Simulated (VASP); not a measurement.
Rb: relaxation of cell and atoms with PBEsol

Crystal: Rb.

```
Rb
1.0
    -2.80250    2.80250    2.80250
     2.80250   -2.80250    2.80250
     2.80250    2.80250   -2.80250
Rb
1
Direct
  0.00000 0.00000 0.00000
```

```json
{
  "Program": "VASP 6.6.1",
  "Task": "relaxation of cell and atoms",
  "Functional": "PBEsol",
  "Potentials or basis": "VASP PAW PBE potentials, release 64 (Rb_sv)",
  "Cutoff": "600 eV",
  "k mesh": "7 × 7 × 7",
  "Occupations": "fermi-dirac, width 0.05 eV",
  "Spin": "no spin polarisation",
  "Dipole correction": "no",
  "Further INCAR settings": "ALGO = Normal; EDIFF = 1e-06; IBRION = 2; EDIFFG = -0.01; NSW = 60; ISIF = 3"
}
```

* Relaxed volume: 86.34 Å³/atom
* Relaxed cell: a = 4.823 Å, b = 4.823 Å, c = 4.823 Å, α = 109.47°, β = 109.47°, γ = 109.47°
* Space group after relaxing (to 0.05 Å): Im-3m (No. 229)
* Energy gained by relaxing: 0.4 meV/atom
* Ionic steps: 3
* Pressure after relaxing: 0.0 GPa

The path:
```csv
step,energy change (eV),largest force (eV/Å),pressure (GPa),volume (Å³)
1,0.0000,0.0000,-0.06,88.04
2,-0.0001,0.0000,-0.05,87.62
3,-0.0004,0.0000,-0.01,86.34
```

Final structure:
```cif
data_structure
_symmetry_space_group_name_H-M 'P 1'
_symmetry_Int_Tables_number 1
_cell_length_a 4.8226
_cell_length_b 4.8226
_cell_length_c 4.8226
_cell_angle_alpha 109.471
_cell_angle_beta 109.471
_cell_angle_gamma 109.471
_cell_volume 86.34
loop_
_atom_site_label
_atom_site_type_symbol
_atom_site_fract_x
_atom_site_fract_y
_atom_site_fract_z
_atom_site_occupancy
Rb1 Rb 0.00000 0.00000 0.00000 1
```

Levels at points of the mesh, in eV from the Fermi level:
| k point | band 3 | band 4 | band 5 | band 6 | band 7 | band 8 |
| --- | --- | --- | --- | --- | --- | --- |
| (0.00, 0.00, 0.00) | -12.86 | -12.86 | -2.04 | 3.74 | 3.74 | 3.74 |

Run time: 70 s on 1 thread of AMD EPYC 7R13, on a shared host, peak memory 0.21 GiB.

Caveat: the PAW data sets were made with another functional, which shifts forces and pressure a little.
